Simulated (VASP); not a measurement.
A run of VASP 6.6.1 is set up as follows.

INCAR

```
PREC = Accurate
ENCUT = 520
EDIFF = 1E-6
ISMEAR = -1
SIGMA = 0.1
LREAL = F
LASPH = T
NELM = 100
ALGO = Normal
ISIF = 2
LWAVE = F
LCHARG = F
GGA = RP
NBANDS = 26
```

The input KPOINTS:

```
regular mesh
0
Gamma
  10 10 14
```

File POSCAR:

```
Mn
1.0
    4.0361480534      0.0000000000      0.0000000000
   -2.0180740267      3.4954067477      0.0000000000
    0.0000000000      0.0000000000      2.5299531628
Mn
3
Direct
    1.0000000000      1.0000000000      0.0000000000
    0.3333333333      0.6666666667      0.5000000000
    0.6666666667      0.3333333333      0.5000000000
```

Potentials or basis: VASP PAW PBE potentials, release 64 (Mn_pv).

The run is started by

```sh
$ cat potpaw_PBE.64/Mn_pv/POTCAR > POTCAR
$ mpirun -np 1 vasp_std > vasp.out
```

Q: Estimate the pressure.

A: -16.5 GPa.

Stress tensor (GPa, compression positive):
```
-16.86   0.00   0.00
  0.00 -16.86   0.00
  0.00   0.00 -15.80
```

Caveat: the PAW data sets were made with another functional, which shifts forces and pressure a little; the run has no spin polarisation, though such a crystal can be magnetic. Spin polarisation is off, so any magnetic state and its effect on volume and gap are missing.
